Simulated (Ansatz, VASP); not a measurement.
## Si2Br in VASP and in Ansatz

```
CELL_PARAMETERS angstrom
1.95372 1.12798 5.76971
-1.95372 1.12798 5.76971
0.00000 -2.25596 5.76971
ATOMIC_POSITIONS crystal
Si 0.85281 0.85281 0.85281
Si 0.14719 0.14719 0.14719
Br 0.00000 0.00000 0.00000
```

Alike in both runs: task relaxation of cell and atoms; functional PBE; k mesh 12 × 12 × 12; occupations gaussian, width 0.1 eV; no spin polarisation.

|  | VASP | Ansatz |
| --- | --- | --- |
| version | VASP 6.6.1 | Ansatz 0.2.0 |
| potentials or method | VASP PAW PBE potentials, release 64 (Si, Br), cutoff 600 eV | scalar-relativistic, plane waves, PAW |
| valence electrons in the cell | 15 | 15 |

VASP gave:

* gap on the k mesh at the Fermi level, each at its own relaxed structure (eV): none
* relaxed volume (Å³/atom): 25.40
* relaxed length of the cell vector where the two differ most in proportion (Å): 6.195

Task: Estimate Ansatz's values.

Result: gap on the k mesh at the Fermi level, each at its own relaxed structure (eV): none; relaxed volume (Å³/atom): 25.42; relaxed length of the cell vector where the two differ most in proportion (Å): 6.195.

A gap of «none» marks a metal or a gap that the smearing closes.
